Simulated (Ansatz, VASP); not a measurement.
**NbP: VASP beside Ansatz**

File INCAR:

```
PREC = Accurate
ENCUT = 520
EDIFF = 1E-7
ISMEAR = -1
SIGMA = 0.1
LREAL = F
LASPH = T
NELM = 80
ALGO = Normal
ISIF = 2
LWAVE = F
LCHARG = T
GGA = PE
LELF = T
LVHAR = T
NBANDS = 16
```

Contents of KPOINTS:

```
regular mesh
0
Gamma
  13 13 13
```

File POSCAR:

```
NbP
1.0
    2.9460357136      0.0000000000      0.0000000000
    0.0000000000      2.9460357136      0.0000000000
    0.0000000000      0.0000000000      2.9460357136
Nb P
1 1
Direct
    0.0000000000      0.0000000000      0.0000000000
    0.5000000000      0.5000000000      0.5000000000
```

Input for Ansatz:

```yaml
crystal:
  lattice:
    - [2.9460357136, 0.0, 0.0]
    - [0.0, 2.9460357136, 0.0]
    - [0.0, 0.0, 2.9460357136]
  atoms:
    - { symbol: Nb, position: [0.0, 0.0, 0.0] }
    - { symbol: P, position: [0.5, 0.5, 0.5] }
kpoints:
  mp_grid: { grid: [13, 13, 13] }
scf:
  occupations: { method: fermi_dirac, width: 0.1 }
hamiltonian:
  xc: pbe
  pseudopotentials: { kind: all_electron, lapw: { basis_error: 0.001 } }
output:
  forces: true
  stress: true
  eigenvalues: true
  populations: true
```

Change from the starting cell: volume scaled by 0.85, LAPW.

Alike in both runs: task single point; functional PBE; k mesh 13 × 13 × 13; occupations fermi-dirac, width 0.1 eV; no spin polarisation.

```csv
,VASP,Ansatz
version,VASP 6.6.1,Ansatz 0.2.0
potentials or method,"VASP PAW PBE potentials, release 64 (Nb_sv, P), cutoff 520 eV","all-electron LAPW, scalar-relativistic"
```

|  | VASP | Ansatz | Ansatz less VASP |
| --- | --- | --- | --- |
| pressure (GPa) | 43.2 | 43.8 | +0.64 |

Both programs put the cell under a high pressure, so it lies far from rest at this level. Ansatz ran all-electron here, and VASP with PAW potentials.
